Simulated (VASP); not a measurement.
# BeTe (F-43m) in VASP: G0W0 quasiparticle levels with PBE

Aim: the G0W0 quasiparticle levels of BeTe with PBE.

All numbers are computed with VASP 6.6.1; they aren't measurements. Logs are shortened: lines on timing, memory, paths and dates and some standing lists are left out, and cuts for length are marked.

### 1 The cell of the first run

The structure is cubic, space group F-43m (No. 216). Conventional cell: a = 5.657 Å, b = 5.657 Å, c = 5.657 Å, α = 90.00°, β = 90.00°, γ = 90.00°. Be (site symmetry -43m) has 4 Te at 2.45 Å within 3.2 Å. Te (site symmetry -43m) has 4 Be at 2.45 Å within 3.2 Å.

### 2 G0W0 quasiparticle levels, PBE

Input file POSCAR:

```
BeTe
1.0
    0.0000000000      2.8286236282      2.8286236282
    2.8286236282      0.0000000000      2.8286236282
    2.8286236282      2.8286236282      0.0000000000
Be Te
1 1
Direct
    0.0000000000      0.0000000000      0.0000000000
    0.2500000000      0.2500000000      0.2500000000
```

Input file INCAR.step1:

```
SYSTEM = BeTe
PREC = Accurate
ENCUT = 500
EDIFF = 1E-8
ISMEAR = 0
SIGMA = 0.01
LREAL = .FALSE.
LASPH = .TRUE.
NELM = 60
ALGO = Normal
LWAVE = .TRUE.
LCHARG = .FALSE.
GGA = PE
```

Input file INCAR.step2:

```
SYSTEM = BeTe
PREC = Accurate
ENCUT = 500
EDIFF = 1E-8
ISMEAR = 0
SIGMA = 0.01
LREAL = .FALSE.
LASPH = .TRUE.
NELM = 1
ALGO = Exact
LWAVE = .TRUE.
LCHARG = .FALSE.
GGA = PE
NBANDS = 139
LOPTICS = .TRUE.
ISTART = 1
```

Input file INCAR.step3:

```
SYSTEM = BeTe
PREC = Accurate
ENCUT = 500
EDIFF = 1E-8
ISMEAR = 0
SIGMA = 0.01
LREAL = .FALSE.
LASPH = .TRUE.
ALGO = EVGW0
LWAVE = .FALSE.
LCHARG = .FALSE.
GGA = PE
NELMGW = 1
NBANDS = 139
ENCUTGW = 120.0
NOMEGA = 96
PRECFOCK = Fast
ISTART = 1
NBANDSGW = 12
OMEGAMAX = 20
```

Input file KPOINTS:

```
regular mesh
0
G
  4 4 4
  0 0 0
```

Potentials or basis: VASP PAW PBE potentials, release 64 (Be_GW, Te_GW).

On the command line:

```bash
> cat potpaw_PBE.64/Be_GW/POTCAR potpaw_PBE.64/Te_GW/POTCAR > POTCAR
> cp INCAR.step1 INCAR
> mpirun -np 1 vasp_std > vasp.out
> cp INCAR.step2 INCAR
> mpirun -np 1 vasp_std > vasp.out
> cp INCAR.step3 INCAR
> mpirun -np 1 vasp_std > vasp.out
```

OUTCAR:

```text
SYSTEM = BeTe
   PREC = Accurate
   ENCUT = 500
   EDIFF = 1E-8
   ISMEAR = 0
   LREAL = .FALSE.
   LASPH = .TRUE.
   GGA = PE
   NELMGW = 1
   ENCUTGW = 120.0
   PRECFOCK = Fast
   ISTART = 1

 ion  position               nearest neighbor table
   1  0.000  0.000  0.000-   2 2.45   2 2.45   2 2.45   2 2.45
   2  0.250  0.250  0.250-   1 2.45   1 2.45   1 2.45   1 2.45

  LATTYP: Found a face centered cubic cell.
 ALAT       =     5.6572472564

  Lattice vectors:

 A1 = (   0.0000000000,   2.8286236282,   2.8286236282)
 A2 = (   2.8286236282,   0.0000000000,   2.8286236282)
 A3 = (   2.8286236282,   2.8286236282,   0.0000000000)

Analysis of symmetry for initial positions (statically):
=====================================================================
 Subroutine PRICEL returns:
 Original cell was already a primitive cell.

 Routine SETGRP: Setting up the symmetry group for a
 face centered cubic supercell.

 Subroutine GETGRP returns: Found 24 space group operations
 (whereof 24 operations were pure point group operations)
 out of a pool of 48 trial point group operations.

The static configuration has the point symmetry T_d .

Analysis of symmetry for dynamics (positions and initial velocities):
=====================================================================
 Subroutine PRICEL returns:
 Original cell was already a primitive cell.

 Routine SETGRP: Setting up the symmetry group for a
 face centered cubic supercell.

 Subroutine GETGRP returns: Found 24 space group operations
 (whereof 24 operations were pure point group operations)
 out of a pool of 48 trial point group operations.

The dynamic configuration has the point symmetry T_d .

 Subroutine INISYM returns: Found 24 space group operations
 (whereof 24 operations are pure point group operations),
 and found     1 'primitive' translations

----------------------------------------------------------------------------------------

[... 73 lines left out ...]
   ENCUT  =  500.0 eV  36.75 Ry    6.06 a.u.   7.29  7.29  7.29*2*pi/ulx,y,z
   NELM   =     60;   NELMIN=  2; NELMDL=  0     # of ELM steps
   EDIFF  = 0.1E-07   stopping-criterion for ELM
   LREAL  =      F    real-space projection
   EDIFFG = 0.1E-06   stopping-criterion for IOM
   NSW    =      0    number of steps for IOM
   IBRION =     -1    ionic relax: 0-MD 1-quasi-New 2-CG
   NFREE  =      0    steps in history (QN), initial steepest desc. (CG)
   ISIF   =      0    stress and relaxation
   ISYM   =      3    0-nonsym 1-usesym 2-fastsym
   POTIM  = 0.5000    time-step for ionic-motion
   TEBEG  =    0.0;   TEEND  =   0.0 temperature during run
   PSTRESS=    0.0 pullay stress
   NELECT =       8.0000    total number of electrons
   NUPDOWN=      -1.0000    fix difference up-down
   EMIN   =  10.00;   EMAX   =-10.00  energy-range for DOS
   EFERMI =   0.00;   METHOD = LEGACY
   ISMEAR =     0;   SIGMA  =   0.01  broadening in eV -4-tet -1-fermi 0-gaus
   EFERMI_NEDOS =   21; number of points for ismear=-14 and -15
   IALGO  =     38    algorithm
   IMIX   =      4    mixing-type and parameters
     AMIX     =   0.40;   BMIX     =  1.00
     AMIX_MAG =   1.60;   BMIX_MAG =  1.00
  volume/ion in A,a.u.               =      22.63       152.73
  Fermi-wavevector in a.u.,A,eV,Ry     =   0.918727  1.736142 11.484116  0.844059
  Thomas-Fermi vector in A             =   2.043841
   LORBIT       =      0    0 simple, 1 ext, 2 COOP (PROOUT), +10 PAW based schemes
   GGA     = PE    functional components
   LHFCALC =     T    Hartree Fock is set to
   PRECFOCK=fast      Normal, Fast or Accurate (Low or Medium for compatibility)
   ENCUT4O =  -1.0   cutoff for four orbital integrals eV
   NKREDX  =     1    reduce k-point grid by
   NKREDY  =     1    reduce k-point grid by
   NKREDZ  =     1    reduce k-point grid by
   AEXX    =    1.0000 exact exchange contribution
   HFSCREEN=    0.0000 screening length (either q_TF or 0.3 A-1)
   HFSCREENC=   0.0000 screening length for correlation (either q_TF or 0.3 A-1)
   ENCUTFOCK=  -1.0 apply spherical cutoff to Coloumb kernel
   IVDW    =     0    specifies the selected vdW correction
   LEPSILON=     F    determine dielectric tensor
   LRPA    =     F    only Hartree local field effects (RPA)
   LRPAFORCE           =     F    calculate RPA forces
   ENCUTGW             = 120.0    cutoff for response function in eV
   ENCUTGWSOFT         =  96.0    soft cutoff for Coulomb kernel in GW response function in eV
   ENCUTLF             =  -1.0    cutoff for local field effects
   NELMGW              =     1    number of iterations in solving QP/BSE equation
   NELMHF              =     1    number of iterations in the inner HF iteration
   NKREDLFX            =     1    NKREDLFY  =   1   NKREDLFZ  =   1
 non-spin polarized calculation
 Gauss-broadening in eV      SIGMA  =   0.01
  energy-cutoff  :      500.00
  volume of cell :       45.26
 maximum number of plane-waves:      1174
 NGX is ok and might be reduce to    30
  NGX = 18; NGY = 18; NGZ = 18
   NGX = 15   NGY = 15   NGZ = 15
 maximum number of plane-waves:       144
 NGX is ok and might be reduce to    18

 QP shifts <psi_nk| G(iteration)W_0 |psi_nk>: iteration 1
 for sc-GW calculations column KS-energies equals QP-energies in previous step
 and V_xc(KS)=  KS-energies - (<T + V_ion + V_H > + <T+V_H+V_ion>^1  + <V_x>^1)

 k-point   1 :       0.0000    0.0000    0.0000
  band No.  KS-energies  QP-energies   sigma(KS)   V_xc(KS)     V^pw_x(r,r')   Z            occupation Imag(sigma)

      1      -7.4965      -8.2819     -11.8739     -10.7681     -17.5914       0.7102       2.0000       1.1178
      2       4.7129       4.0259     -11.9408     -11.0635     -12.9600       0.7831       2.0000       0.0286
      3       4.7129       4.0259     -11.9408     -11.0635     -12.9600       0.7831       2.0000       0.0286
      4       4.7129       4.0259     -11.9408     -11.0635     -12.9600       0.7831       2.0000       0.0286
      5       8.3282       8.6381      -8.9017      -9.3031      -4.7419       0.7720       0.0000      -0.0633
      6       8.3282       8.6381      -8.9017      -9.3031      -4.7419       0.7720       0.0000      -0.0633
      7       8.3282       8.6381      -8.9017      -9.3031      -4.7419       0.7720       0.0000      -0.0633
      8       8.4320       8.9105      -8.9961      -9.6118      -4.6733       0.7771       0.0000      -0.0619
      9      13.0032      13.0066      -7.8114      -7.8160      -2.4123       0.7443       0.0000      -0.1771
     10      15.1050      15.3059      -8.9147      -9.1813      -3.7436       0.7536       0.0000      -0.2183
     11      15.1050      15.3059      -8.9147      -9.1813      -3.7436       0.7536       0.0000      -0.2183
     12      15.9979      16.0908      -7.6416      -7.7647      -2.0951       0.7548       0.0000      -0.2833
[... 100 lines left out ...]
      1      -5.6706      -6.2104     -12.2759     -11.5104     -17.3361       0.7052       2.0000       0.7710
      2       0.1769      -0.7071     -11.2772     -10.0532     -13.9670       0.7222       2.0000       0.1035
      3       1.0848       0.2426     -10.8895      -9.7636     -12.9718       0.7481       2.0000       0.0661
      4       1.5630       0.7583     -10.8389      -9.7700     -12.6766       0.7528       2.0000       0.0550
      5      10.0004      10.0684      -8.5558      -8.6434      -4.3096       0.7760       0.0000      -0.0761
      6      10.2382      10.6441      -8.7252      -9.2661      -3.7738       0.7503       0.0000      -0.0946
      7      10.2839      10.4706      -8.4079      -8.6521      -3.8019       0.7646       0.0000      -0.0834
      8      10.8478      11.1501      -9.4835      -9.8871      -4.6534       0.7489       0.0000      -0.1064
      9      15.6396      15.9593      -9.2689      -9.7084      -3.1897       0.7272       0.0000      -0.3654
     10      16.3396      16.5345      -9.5593      -9.8244      -3.5007       0.7355       0.0000      -0.4516
     11      17.6552      17.9168      -8.8204      -9.1704      -2.7369       0.7475       0.0000      -0.4874
     12      18.5581      18.8046      -8.9601      -9.2815      -2.8642       0.7670       0.0000      -0.6530
```

OUTCAR.step1:

```text
SYSTEM = BeTe
   PREC = Accurate
   ENCUT = 500
   EDIFF = 1E-8
   ISMEAR = 0
   LREAL = .FALSE.
   LASPH = .TRUE.
[... 290 lines left out ...]
      0.00000      0.00000      0.00000        -0.000000     -0.000000     -0.000000
      1.41431      1.41431      1.41431         0.000000      0.000000      0.000000
 -----------------------------------------------------------------------------------
    total drift:                                0.000000      0.000000      0.000000

  FREE ENERGIE OF THE ION-ELECTRON SYSTEM (eV)
  ---------------------------------------------------
  free  energy   TOTEN  =        -7.5025861292 eV

  energy  without entropy=       -7.5025861292  energy(sigma->0) =       -7.50258613
```

OUTCAR.step2:

```text
SYSTEM = BeTe
   PREC = Accurate
   ENCUT = 500
   EDIFF = 1E-8
[... 690 lines left out ...]
  --------------------------------------------------------------------------------------------------------------
     0.00000    10.31551    10.31551    10.31551    -0.00000    -0.00000     0.00000
     1.48209    11.36748    11.36748    11.36748    -0.00000    -0.00000     0.00000
     2.96418    17.69801    17.69801    17.69801    -0.00000    -0.00000     0.00000
     4.44627     6.74847     6.74847     6.74847    -0.00000    -0.00000     0.00000
     5.92836   -11.34219   -11.34219   -11.34219     0.00000     0.00000    -0.00000
     7.41045    -2.90046    -2.90046    -2.90046     0.00000     0.00000     0.00000
[... 92 lines left out ...]
   145.24474     0.98558     0.98558     0.98558     0.00000     0.00000    -0.00000
   146.72683     0.98588     0.98588     0.98588     0.00000     0.00000    -0.00000
```

Run time: 4.6 min. Hardware: 1 thread of Intel Xeon Platinum 8259CL at 2.50GHz (Skylake/Cascade Lake), shared host; peak memory 0.44 GiB.

Results:

```
Quasiparticle gap                                   : 2.77 eV
Least direct quasiparticle gap                      : 4.61 eV
Band gap of the starting levels on the mesh         : 2.00 eV
Least direct gap of the starting levels on the mesh : 3.62 eV
```

Caveat: the k points lie up to 0.48 Å⁻¹ apart; bands, screening cutoff and mesh are small and nothing is extrapolated, so the quasiparticle values aren't converged; spin-orbit coupling is left out, which moves the levels of the heavy elements.
